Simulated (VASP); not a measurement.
Write the native input for VASP 6.6.1 that does the following.

```
Task                   : single point
Functional             : r2SCAN
Potentials or basis    : VASP PAW PBE potentials, release 64 (Mg)
Cutoff                 : 520 eV
k mesh                 : 10 × 10 × 5
Occupations            : fermi-dirac, width 0.05 eV
Spin                   : no spin polarisation
Dipole correction      : no
Further INCAR settings : ALGO = Normal; EDIFF = 1e-06; NBANDS = 9
```

Crystal: Mg.

```
Mg
1.0
     3.27224    0.00000    0.00000
    -1.63612    2.83385    0.00000
     0.00000    0.00000    5.31249
Mg
2
Direct
  0.66667 0.33333 0.75000
  0.33333 0.66667 0.25000
```

The input as run:

POSCAR

```
Mg
1.0
    3.2722434310      0.0000000000      0.0000000000
   -1.6361217155      2.8338459386      0.0000000000
    0.0000000000      0.0000000000      5.3124886887
Mg
2
Direct
    0.6666666667      0.3333333333      0.7500000000
    0.3333333333      0.6666666667      0.2500000000
```

INCAR.step1

```
SYSTEM = Mg
ALGO = Normal ; EDIFF = 1E-4
ENCUT = 520 ; GGA = PE
ISMEAR = -1 ; LASPH = .True.
LCHARG = .False. ; LREAL = .False.
LWAVE = .True. ; NBANDS = 9
NELM = 100 ; PREC = Accurate
SIGMA = 0.05
```

INCAR.step2

```
SYSTEM = Mg
ALGO = Normal ; EDIFF = 1E-6
ENCUT = 520 ; ISIF = 2
ISMEAR = -1 ; ISTART = 1
LASPH = .True. ; LCHARG = .True.
LELF = .True. ; LMIXTAU = .True.
LREAL = .False. ; LVHAR = .True.
LWAVE = .False. ; METAGGA = R2SCAN
NBANDS = 9 ; NELM = 100
PREC = Accurate ; SIGMA = 0.05
```

KPOINTS

```
k-points
0
Gamma
  10 10 5
  0 0 0
```

Potentials or basis: VASP PAW PBE potentials, release 64 (Mg).

Command:

```console
$ cat potpaw_PBE.64/Mg/POTCAR > POTCAR
$ cp INCAR.step1 INCAR
$ mpirun -np 1 vasp_std > vasp.out
$ cp INCAR.step2 INCAR
$ mpirun -np 1 vasp_std > vasp.out
```

It gave:

```
Pressure               : -3.1 GPa
Band gap on the k mesh : zero (band 2 reaches 2.93 eV, above the bottom of band 3 at 1.09 eV)
```

Caveat: the PAW data sets were made with another functional, which shifts forces and pressure a little.

Wall time 30 s on 1 thread of Intel(R) Xeon(R) Platinum 8375C CPU @ 2.90GHz (Ice Lake) (shared host), peak memory 0.17 GiB.
